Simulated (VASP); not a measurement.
Crystal: TiPdSe4.

```
CELL_PARAMETERS angstrom
-3.13057 3.13057 3.66691
3.13057 -3.13057 3.66691
3.13057 3.13057 -3.66691
ATOMIC_POSITIONS crystal
Ti 0.50000 0.50000 0.00000
Pd 0.00000 0.00000 0.00000
Se 0.50000 0.83604 0.33604
Se 0.50000 0.16396 0.66396
Se 0.16396 0.50000 0.66396
Se 0.83604 0.50000 0.33604
```

The cell was generated, and may not be a known phase.

```yaml
Program: VASP 6.6.1
Task: relaxation of cell and atoms
Functional: PBE
Potentials_or_basis: VASP PAW PBE potentials, release 64 (Ti_sv, Pd, Se)
Cutoff: 600 eV
k_mesh: 3 × 3 × 3
Occupations: gaussian, width 0.15 eV
Spin: collinear spin
Starting_moments: "[1.0, 0.0, 0.0, 0.0, 0.0, 0.0] μB"
```

At the start: pressure 25.3 GPa; volume 23.96 Å³/atom.

Question: Where does the relaxation end?

Answer: Over 27 steps the energy falls by 1086.9 meV/atom and the volume is 24.67 Å³/atom (+3.0 %); space group I4/mmm (No. 139, to 0.1 Å) before and after; moment 0.00 μB per cell.

Step by step:
| step | energy change (eV) | largest force (eV/Å) | pressure (GPa) | volume (Å³) |
| --- | --- | --- | --- | --- |
| 1 | 0.0000 | 0.2483 | 25.29 | 143.75 |
| 2 | -2.7496 | 1.4134 | -6.30 | 232.29 |
| 3 | -4.1669 | 1.2242 | -0.56 | 188.43 |
| 4 | -4.4023 | 0.6150 | -0.18 | 187.02 |
| 5 | -4.5478 | 0.3332 | 0.98 | 184.81 |
| 6 | -4.7176 | 0.1309 | -0.68 | 187.66 |
| 7 | -4.9407 | 0.1977 | -3.28 | 192.38 |
| 8 | -5.3538 | 0.6070 | -5.69 | 196.78 |
| 9 | -5.4209 | 0.5975 | -5.70 | 196.23 |
| 10 | -5.5993 | 0.5563 | -5.60 | 194.28 |
| 11 | -5.6135 | 0.4793 | -4.25 | 188.84 |
| 12 | -5.6814 | 0.5201 | -5.30 | 192.52 |
| 13 | -5.6918 | 0.5117 | -5.18 | 191.92 |
| 14 | -5.7987 | 0.3761 | -4.72 | 188.82 |
| 15 | -6.0381 | 0.0994 | -3.04 | 179.69 |
| 16 | -6.0459 | 1.4116 | 2.15 | 162.27 |
| 17 | -6.1322 | 0.6667 | -0.88 | 171.12 |
| 18 | -6.1329 | 0.7244 | -0.65 | 170.35 |
| 19 | -6.1659 | 0.7153 | -0.60 | 168.82 |
| 20 | -6.2540 | 0.6784 | -0.33 | 164.27 |
| 21 | -6.3576 | 0.5623 | 0.69 | 155.39 |
| 22 | -6.3616 | 0.5013 | 1.32 | 151.95 |
| 23 | -6.4091 | 0.3543 | 0.94 | 151.23 |
| 24 | -6.4860 | 0.0395 | 0.10 | 149.06 |
| 25 | -6.4902 | 0.1479 | -0.06 | 148.42 |
| 26 | -6.5145 | 0.0700 | 0.10 | 148.24 |
| 27 | -6.5216 | 0.0170 | 0.30 | 148.05 |

Final structure:
```
CELL_PARAMETERS angstrom
-3.98484 3.98484 2.33087
3.98484 -3.98484 2.33087
3.98484 3.98484 -2.33087
ATOMIC_POSITIONS crystal
Ti 0.50000 0.50000 0.00000
Pd 0.00000 0.00000 0.00000
Se 0.50000 0.80833 0.30833
Se 0.50000 0.19167 0.69167
Se 0.19167 0.50000 0.69167
Se 0.80833 0.50000 0.30833
```

Caveat: the k points lie up to 0.52 Å⁻¹ apart in the final cell.
